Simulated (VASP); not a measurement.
Wanted: the native input for a VASP 6.6.1 run.

```
Task                   : single point
Functional             : PBE
Potentials or basis    : VASP PAW PBE potentials, release 64 (C)
Cutoff                 : 520 eV
k mesh                 : 12 × 12 × 12
Occupations            : gaussian, width 0.05 eV
Spin                   : no spin polarisation
Dipole correction      : no
Further INCAR settings : ALGO = Normal; EDIFF = 1e-07; NBANDS = 11
```

The structure of C lies in POSCAR:

```
C
1.0
    0.0000000000      1.7713001190      1.8588023449
    1.7713001190      0.0000000000      1.8588023449
    1.7713001190      1.7713001190      0.0000000000
C
2
Direct
    0.5000000000      0.5000000000      0.5000000000
    0.7500000000      0.7500000000      0.7500000000
```

This cell differs from its parent crystal: volume 5.832 Å^3 an atom, c/a of the conventional cell 1.0494.

One way to write it, as run:

INCAR

```
ALGO = Normal ; EDIFF = 1E-7
ENCUT = 520 ; GGA = PE
ISIF = 2 ; ISMEAR = 0
LASPH = True ; LCHARG = True
LELF = True ; LREAL = False
LVHAR = True ; LWAVE = False
NBANDS = 11 ; NELM = 100
PREC = Accurate ; SIGMA = 0.05
```

KPOINTS

```
k-points
0
Gamma
  12 12 12
```

Potentials or basis: VASP PAW PBE potentials, release 64 (C).

Launch:

```console
$ cat potpaw_PBE.64/C/POTCAR > POTCAR
$ mpirun -np 1 vasp_std > vasp.out
```

It gave:

```json
{
 "Pressure": "-9.2 GPa",
 "Band gap on the k mesh": "3.49 eV, indirect (least direct gap 5.09 eV)"
}
```

It took 7.8 s on 1 thread of Intel(R) Xeon(R) 6975P-C (Granite Rapids), on a shared host, peak memory 0.13 GiB.
